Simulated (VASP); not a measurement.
Here is a VASP 6.6.1 calculation.

File INCAR:

```
SYSTEM = KBr
PREC = Accurate
ENCUT = 520
EDIFF = 1E-7
ISMEAR = 0
SIGMA = 0.01
LREAL = .FALSE.
LASPH = .TRUE.
NELM = 60
ALGO = Normal
ISIF = 2
LWAVE = .FALSE.
LCHARG = .FALSE.
GGA = PE
NBANDS = 15
```

File KPOINTS:

```
regular mesh
0
G
  4 4 4
  0 0 0
```

The input POSCAR:

```
KBr
1.0
    0.0000000000      3.3352702846      3.2966401176
    3.3352702846      0.0000000000      3.2966401176
    3.3352702846      3.3352702846      0.0000000000
K Br
1 1
Direct
    0.0000000000      0.0000000000      0.0000000000
    0.5000000000      0.5000000000      0.5000000000
```

Potentials or basis: VASP PAW PBE potentials, release 64 (K_sv, Br).

The run is started by

```console
$ cat potpaw_PBE.64/K_sv/POTCAR potpaw_PBE.64/Br/POTCAR > POTCAR
$ mpirun -np 1 vasp_std > vasp.out
```

Q: Estimate the pressure.

A: 0.4 GPa.

Q: Predict the band gap on the k mesh.

A: 4.38 eV, direct.

Stress tensor (GPa, compression positive):
```
0.32 0.00 0.00
0.00 0.32 0.00
0.00 0.00 0.67
```

Caveat: the cell differs from its parent crystal (epitaxial xy strain +1.0%).
